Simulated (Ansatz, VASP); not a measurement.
**One calculation of N, two programs**

```
N
1.0
     5.72334    0.00000    0.00000
     0.00000    5.72334    0.00000
     0.00000    0.00000    5.72334
N
4
Direct
  0.03000 0.03000 0.03000
  0.47000 0.97000 0.53000
  0.53000 0.47000 0.97000
  0.97000 0.53000 0.47000
```

Change from the starting cell: volume scaled by 1.04, PAW files.

Alike in both runs: task electric field gradients; functional PBEsol; k mesh 4 × 4 × 4; occupations fermi-dirac, width 0.02 eV; no spin polarisation.

```csv
,VASP,Ansatz
version,VASP 6.6.1,Ansatz 0.2.0
potentials or method,"VASP PAW PBE potentials, release 64 (N)","PAW with Ansatz's default frozen-core files, scalar-relativistic"
plane-wave cutoff (eV),520,420
valence electrons in the cell,20,20
```

|  | VASP | Ansatz | Ansatz less VASP |
| --- | --- | --- | --- |
| pressure (GPa) | -3.8 | -3.7 | +0.02 |
| rms of the force components (eV/Å) | 0.211 | 0.213 | +0.0011 |
| size of Vzz on the site where it differs most (V/Å²) | 5.7 | 5.7 | -0.04 |

VASP's potentials were made for PBE, not for PBEsol. Atom by atom the forces differ by 0.001 eV/Å (rms over components). The functional is the same, so the differences come from potentials, cutoffs and numerics.
